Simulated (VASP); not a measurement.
# Te2Mo (Cm) in VASP: a series of runs

The runs below take Te2Mo through single point, with PBE+D3(BJ).

Program: VASP 6.6.1. These are calculated values, not measurements. Logs are shortened: lines on timing, memory, paths and dates and some standing lists are left out, and cuts for length are marked.

**1. The cell of the first run**

Symmetry: Cm, No. 8, monoclinic system. The conventional cell has a = 5.912 Å, b = 3.414 Å, c = 7.981 Å, α = 90.00°, β = 90.00°, γ = 90.00°. Within 3.5 Å of Te (site symmetry m) lie 3 Mo at 2.63 to 2.80 Å and 6 Te at 3.41 Å. Within 3.5 Å of Te (site symmetry m) lie 3 Mo at 2.69 to 2.85 Å and 6 Te at 3.41 Å. Within 3.5 Å of Mo (site symmetry m) lie 6 Te at 2.63 to 2.85 Å and 6 Mo at 3.41 Å.

**2. Single point, PBE+D3(BJ) (mode 5 frozen in at -0.155 Å, strain +e along z and -e/2 along x and y +0.0467)**

File INCAR:

```
  PREC = Accurate
  ENCUT = 520
  EDIFF = 1E-6
  ISMEAR = 0
  SIGMA = 0.05
  LREAL = False
  LASPH = True
  NELM = 60
  ALGO = Normal
  ISIF = 2
  LWAVE = False
  LCHARG = True
  GGA = PE
  IVDW = 12
  LELF = True
  LVHAR = True
  NBANDS = 20
```

File KPOINTS:

```
Automatic mesh
0
Gamma
  9 9 4
```

File POSCAR:

```
Te2Mo
1.0
    3.4135464239      0.0000000000      0.0000000000
   -1.7067732120      2.9562179201      0.0000000000
    0.0000000000      0.0000000000      7.9806213689
Te Mo
2 1
Direct
    0.3077295460      0.6154590920      0.7614144829
    0.3589371207      0.7178742414      0.2385855171
    0.0000000000      0.0000000000      0.0000000000
```

Potentials or basis: VASP PAW PBE potentials, release 64 (Te, Mo_sv).

Started as:

```
cat potpaw_PBE.64/Te/POTCAR potpaw_PBE.64/Mo_sv/POTCAR > POTCAR
mpirun -np 1 vasp_std > vasp.out
```

OUTCAR:

```text
PREC = Accurate
   ENCUT = 520
   EDIFF = 1E-6
   ISMEAR = 0
   LREAL = False
   LASPH = True
   NELM = 60
   ISIF = 2
   GGA = PE
   IVDW = 12
 IVDW          = 12

 ion  position               nearest neighbor table
   1  0.308  0.615  0.761-   3 2.63   3 2.80   3 2.80
   2  0.359  0.718  0.239-   3 2.69   3 2.69   3 2.85
   3  0.000  0.000  0.000-   1 2.63   2 2.69   2 2.69   1 2.80   1 2.80   2 2.85

  LATTYP: Found a hexagonal cell.
 ALAT       =     3.4135464239
 C/A-ratio  =     2.3379267125

  Lattice vectors:

 A1 = (   3.4135464239,   0.0000000000,   0.0000000000)
 A2 = (  -1.7067732120,   2.9562179201,   0.0000000000)
 A3 = (   0.0000000000,   0.0000000000,   7.9806213689)

Analysis of symmetry for initial positions (statically):
=====================================================================
 Subroutine PRICEL returns:
 Original cell was already a primitive cell.

 Routine SETGRP: Setting up the symmetry group for a
 hexagonal supercell.

 Subroutine GETGRP returns: Found  2 space group operations
 (whereof  2 operations were pure point group operations)
 out of a pool of 24 trial point group operations.

The static configuration has the point symmetry C_1h.

Analysis of symmetry for dynamics (positions and initial velocities):
=====================================================================
 Subroutine PRICEL returns:
 Original cell was already a primitive cell.

 Routine SETGRP: Setting up the symmetry group for a
 hexagonal supercell.

 Subroutine GETGRP returns: Found  2 space group operations
 (whereof  2 operations were pure point group operations)
 out of a pool of 24 trial point group operations.

The dynamic configuration has the point symmetry C_1h.

 Subroutine INISYM returns: Found  2 space group operations
 (whereof  2 operations are pure point group operations),
 and found     1 'primitive' translations

----------------------------------------------------------------------------------------

                                     Primitive cell

  volume of cell :      80.5339

  direct lattice vectors                    reciprocal lattice vectors
     3.413546424  0.000000000  0.000000000     0.292950461  0.169135028  0.000000000
    -1.706773212  2.956217920  0.000000000     0.000000000  0.338270056  0.000000000
     0.000000000  0.000000000  7.980621369     0.000000000  0.000000000  0.125303526

  length of vectors
     3.413546424  3.413546424  7.980621369     0.338270056  0.338270056  0.125303526

  position of ions in fractional coordinates (direct lattice)
     0.307729546  0.615459092  0.761414483
     0.358937121  0.717874241  0.238585517
     0.000000000  0.000000000  0.000000000

  ion indices of the primitive-cell ions
   primitive index   ion index
                 1           1
                 2           2
                 3           3

----------------------------------------------------------------------------------------

 KPOINTS: Automatic mesh

Automatic generation of k-mesh.
 Grid dimensions read from file:
 generate k-points for:    9    9    4

 Generating k-lattice:

  Cartesian coordinates                     Fractional coordinates (reciprocal lattice)
     0.032550051  0.018792781  0.000000000     0.111111111  0.000000000  0.000000000
     0.000000000  0.037585562  0.000000000     0.000000000  0.111111111  0.000000000
     0.000000000  0.000000000  0.031325882     0.000000000  0.000000000  0.250000000

  Length of vectors
     0.037585562  0.037585562  0.031325882

  Shift w.r.t. Gamma in fractional coordinates (k-lattice)
     0.000000000  0.000000000  0.000000000

 Subroutine IBZKPT returns following result:
 ===========================================

 Found     95 irreducible k-points:

 Following reciprocal coordinates:
            Coordinates               Weight
  0.000000  0.000000  0.000000      1.000000
  0.111111 -0.000000  0.000000      4.000000
  0.000000  0.111111  0.000000      2.000000
  0.222222 -0.000000  0.000000      4.000000
  0.000000  0.222222  0.000000      2.000000
  0.333333  0.000000  0.000000      4.000000
[... 16 lines left out ...]
 -0.222222 -0.444444  0.000000      4.000000
  0.444444  0.333333  0.000000      4.000000
 [... further k-points ...]
   k-points           NKPTS =     95   k-points in BZ     NKDIM =     95   number of bands    NBANDS=     20
   number of dos      NEDOS =    301   number of ions     NIONS =      3
   total plane-waves  NPLWV =  47040
   dimension x,y,z NGX =    28 NGY =   28 NGZ =   60
   dimension x,y,z NGXF=    56 NGYF=   56 NGZF=  120
   ions per type =               2   1
   NGX,Y,Z   is equivalent  to a cutoff of  13.64, 13.64, 12.50 a.u.
   NGXF,Y,Z  is equivalent  to a cutoff of  27.27, 27.27, 25.00 a.u.
 SYSTEM =  unknown system
   PREC   = accura    normal or accurate (medium, high low for compatibility)
   ISTART =      0    job   : 0-new  1-cont  2-samecut
   ICHARG =      2    charge: 1-file 2-atom 10-const
   ISPIN  =      1    spin polarized calculation?
   LNONCOLLINEAR =      F non collinear calculations
   LSORBIT =      F    spin-orbit coupling
   LASPH  =      T    aspherical Exc in radial PAW
   ENCUT  =  520.0 eV  38.22 Ry    6.18 a.u.   6.35  6.35 14.84*2*pi/ulx,y,z
   NELM   =     60;   NELMIN=  2; NELMDL= -5     # of ELM steps
   EDIFF  = 0.1E-05   stopping-criterion for ELM
   LREAL  =      F    real-space projection
   EDIFFG = 0.1E-04   stopping-criterion for IOM
   NSW    =      0    number of steps for IOM
   IBRION =     -1    ionic relax: 0-MD 1-quasi-New 2-CG
   NFREE  =      0    steps in history (QN), initial steepest desc. (CG)
   ISIF   =      2    stress and relaxation
   ISYM   =      2    0-nonsym 1-usesym 2-fastsym
   POTIM  = 0.5000    time-step for ionic-motion
   TEBEG  =    0.0;   TEEND  =   0.0 temperature during run
   PSTRESS=    0.0 pullay stress
   NELECT =      26.0000    total number of electrons
   NUPDOWN=      -1.0000    fix difference up-down
   EMIN   =  10.00;   EMAX   =-10.00  energy-range for DOS
   EFERMI =   0.00;   METHOD = LEGACY
   ISMEAR =     0;   SIGMA  =   0.05  broadening in eV -4-tet -1-fermi 0-gaus
   EFERMI_NEDOS =   21; number of points for ismear=-14 and -15
   IALGO  =     38    algorithm
   IMIX   =      4    mixing-type and parameters
     AMIX     =   0.40;   BMIX     =  1.00
     AMIX_MAG =   1.60;   BMIX_MAG =  1.00
  volume/ion in A,a.u.               =      26.84       181.16
  Fermi-wavevector in a.u.,A,eV,Ry     =   1.123069  2.122292 17.160799  1.261283
  Thomas-Fermi vector in A             =   2.259733
   LORBIT       =      0    0 simple, 1 ext, 2 COOP (PROOUT), +10 PAW based schemes
   GGA     = PE    functional components
   LHFCALC =     F    Hartree Fock is set to
   AEXX    =    0.0000 exact exchange contribution
   IVDW    =    12    specifies the selected vdW correction
   LEPSILON=     F    determine dielectric tensor
   LRPA    =     F    only Hartree local field effects (RPA)
 non-spin polarized calculation
 Gauss-broadening in eV      SIGMA  =   0.05
  energy-cutoff  :      520.00
  volume of cell :       80.53
 maximum number of plane-waves:      2225
 NGX is ok and might be reduce to    28
   NGX = 13   NGY = 13   NGZ = 29

 number of electron      26.0000002 magnetization

 Free energy of the ion-electron system (eV)
  ---------------------------------------------------
  ext. energy  EPLUGINS =         0.00000000
  ---------------------------------------------------
  free energy    TOTEN  =       -17.73939234 eV

  energy without entropy =      -17.73939234  energy(sigma->0) =      -17.73939234

 E-fermi :   7.6002     XC(G=0):  -9.9019

 val. band max:        7.3065476209   @ k =   0.4444  -0.0000   0.5000
 cond. band min:       8.0427373477   @ k =   0.2222   0.2222   0.0000
 fundamental gap:      0.7361897268
 Fermi energy:         7.6002209629

 k-point     1 :       0.0000    0.0000    0.0000
  band No.  band energies     occupation
      1     -53.4515      2.00000
      2     -27.6796      2.00000
      3     -27.4371      2.00000
      4     -27.4317      2.00000
      5      -5.7943      2.00000
      6      -4.9279      2.00000
[... 12 lines left out ...]
     19      14.4320      0.00000
     20      15.9301      0.00000

 k-point     2 :       0.1111   -0.0000    0.0000
  band No.  band energies     occupation
      1     -53.4499      2.00000
      2     -27.6754      2.00000
      3     -27.4537      2.00000
      4     -27.4401      2.00000
      5      -5.6025      2.00000
      6      -4.7834      2.00000
[... 12 lines left out ...]
     19      14.9916      0.00000
     20      16.0373      0.00000

 k-point     3 :       0.0000    0.1111    0.0000
  band No.  band energies     occupation
      1     -53.4499      2.00000
      2     -27.6755      2.00000
      3     -27.4573      2.00000
      4     -27.4365      2.00000
      5      -5.6027      2.00000
      6      -4.7832      2.00000
[... 12 lines left out ...]
     19      14.9558      0.00000
     20      16.0149      0.00000

 k-point     4 :       0.2222   -0.0000    0.0000
  band No.  band energies     occupation
      1     -53.4456      2.00000
      2     -27.6648      2.00000
      3     -27.5043      2.00000
      4     -27.4525      2.00000
      5      -5.0535      2.00000
      6      -4.3714      2.00000
[... 12 lines left out ...]
     19      14.6488      0.00000
     20      14.7483      0.00000

 k-point     5 :       0.0000    0.2222    0.0000
  band No.  band energies     occupation
      1     -53.4456      2.00000
      2     -27.6649      2.00000
      3     -27.5081      2.00000
      4     -27.4485      2.00000
      5      -5.0539      2.00000
      6      -4.3706      2.00000
[... 12 lines left out ...]
     19      14.6350      0.00000
     20      14.7684      0.00000
[... 353 lines left out ...]
      6      -3.4774      2.00000
[... 12 lines left out ...]
     19      13.4587      0.00000
     20      14.2957      0.00000

 k-point    22 :       0.3333    0.2222    0.0000
  band No.  band energies     occupation
      1     -53.4363      2.00000
      2     -27.6414      2.00000
      3     -27.5791      2.00000
      4     -27.5152      2.00000
      5      -3.2211      2.00000
      6      -3.0493      2.00000
[... 12 lines left out ...]
     19      13.1547      0.00000
     20      14.5349      0.00000

 k-point    23 :      -0.2222   -0.4444    0.0000
  band No.  band energies     occupation
      1     -53.4363      2.00000
      2     -27.6416      2.00000
      3     -27.5816      2.00000
      4     -27.5125      2.00000
      5      -3.2177      2.00000
      6      -3.0526      2.00000
[... 12 lines left out ...]
     19      13.0646      0.00000
     20      14.5387      0.00000

 k-point    24 :       0.4444    0.3333    0.0000
  band No.  band energies     occupation
      1     -53.4363      2.00000
      2     -27.6413      2.00000
      3     -27.5775      2.00000
      4     -27.5170      2.00000
      5      -3.2214      2.00000
      6      -3.0495      2.00000
[... 12 lines left out ...]
     19      13.1575      0.00000
     20      14.5320      0.00000

 [... further k-points ...]

------------------------ aborting loop because EDIFF is reached ----------------------------------------

 Edisp (eV)   -1.50436

 E8    (eV) :    -0.6941

  FORCE on cell =-STRESS in cart. coord.  units (eV):
  Direction    XX          YY          ZZ          XY          YZ          ZX
  --------------------------------------------------------------------------------------
  -------------------------------------------------------------------------------------
  Total       0.92477     0.92511    -2.22392    -0.00000    -3.23244     0.00000
  in kB      18.39778    18.40462   -44.24358    -0.00000   -64.30755     0.00000
  external pressure =       -2.48 kB  Pullay stress =        0.00 kB

 VOLUME and BASIS-vectors are now :
 -----------------------------------------------------------------------------
  energy-cutoff  :      520.00
  volume of cell :       80.53
      direct lattice vectors                 reciprocal lattice vectors
     3.413546424  0.000000000  0.000000000     0.292950461  0.169135028  0.000000000
    -1.706773212  2.956217920  0.000000000     0.000000000  0.338270056  0.000000000
     0.000000000  0.000000000  7.980621369     0.000000000  0.000000000  0.125303526

 POSITION                                       TOTAL-FORCE (eV/Angst)
 -----------------------------------------------------------------------------------
     -0.00000      1.81943      6.07656        -0.000000      0.926537      0.412778
     -0.00000      2.12219      1.90406         0.000000     -0.727251     -0.445444
      0.00000      0.00000      0.00000         0.000000     -0.199287      0.032666
 -----------------------------------------------------------------------------------
    total drift:                                0.000000      0.000021      0.000020

  FREE ENERGIE OF THE ION-ELECTRON SYSTEM (eV)
  ---------------------------------------------------
  free  energy   TOTEN  =       -19.2437556712 eV

  energy  without entropy=      -19.2437556712  energy(sigma->0) =      -19.24375567
```

It took 1.8 min on 1 thread of Intel Xeon Platinum 8375C at 2.90GHz (Ice Lake), shared host; peak memory 0.31 GiB.

What came out:

```yaml
Free_energy: -19.2438 eV
Pressure: -0.2 GPa
Largest_force: 1.014 eV/Å
Band_gap_on_the_k_mesh: 0.74 eV, indirect (least direct gap 1.15 eV)
Dispersion_energy_per_atom: -0.501 eV
```

Forces in eV/Å, atoms in the order of the input:
```
Te   0.000  0.927  0.413
Te   0.000 -0.727 -0.445
Mo   0.000 -0.199  0.033
```

Stress tensor (GPa, compression positive):
```
 1.84  0.00  0.00
 0.00  1.84 -6.43
 0.00 -6.43 -4.42
```

Levels at points of the mesh, in eV from the valence-band top:
| k point | band 10 | band 11 | band 12 | band 13 | band 14 | band 15 | band 16 | band 17 |
| --- | --- | --- | --- | --- | --- | --- | --- | --- |
| (0.00, 0.00, 0.00) | -1.41 | -1.28 | -0.66 | -0.59 | 3.25 | 3.29 | 3.54 | 3.57 |
| (0.00, 0.00, 0.50) | -1.37 | -0.93 | -0.67 | -0.50 | 3.20 | 3.23 | 3.59 | 3.64 |

Caveat: the cell differs from its parent crystal (mode 5 frozen in at -0.155 Å, strain +e along z and -e/2 along x and y +0.0467); spin-orbit coupling is left out, which moves the levels of the heavy elements; forces of over 1 eV/Å act on the atoms, so gaps and moduli don't describe the material at rest. A k mesh can miss the band edges.

(Continued in part 2 of 2.)
